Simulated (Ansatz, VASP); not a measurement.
## One calculation of Co, two programs

```xyz
2
Lattice="0.0000 3.5890 3.5890 1.7945 0.0000 1.7945 1.7945 1.7945 0.0000" Properties=species:S:1:pos:R:3 pbc="T T T"
Co    0.0000    0.0000    0.0000
Co    0.0000    1.7945    1.7945
```

Alike in both runs: task single point; functional PBE; k mesh 6 × 12 × 12; occupations fermi-dirac, width 0.05 eV; no spin polarisation; Hubbard terms Co d U = 2.7 eV.

|  | VASP | Ansatz |
| --- | --- | --- |
| version | VASP 6.6.1 | Ansatz 0.2.0 |
| potentials or method | VASP PAW PBE potentials, release 64 (Co), cutoff 600 eV | PAW, plane waves, scalar-relativistic |
| valence electrons in the cell | 18 | 34 |

```tsv
	VASP	Ansatz	Ansatz less VASP
pressure (GPa)	-25.5	-22.1	+3.39
```

The programs project onto different local orbitals, so the same U acts differently, and such runs can settle in different states. VASP's potentials hold 18 valence electrons a cell and Ansatz's 34, so a difference there can come from the potentials and not from the codes. Ansatz's warnings: filled band counts differ across k points.
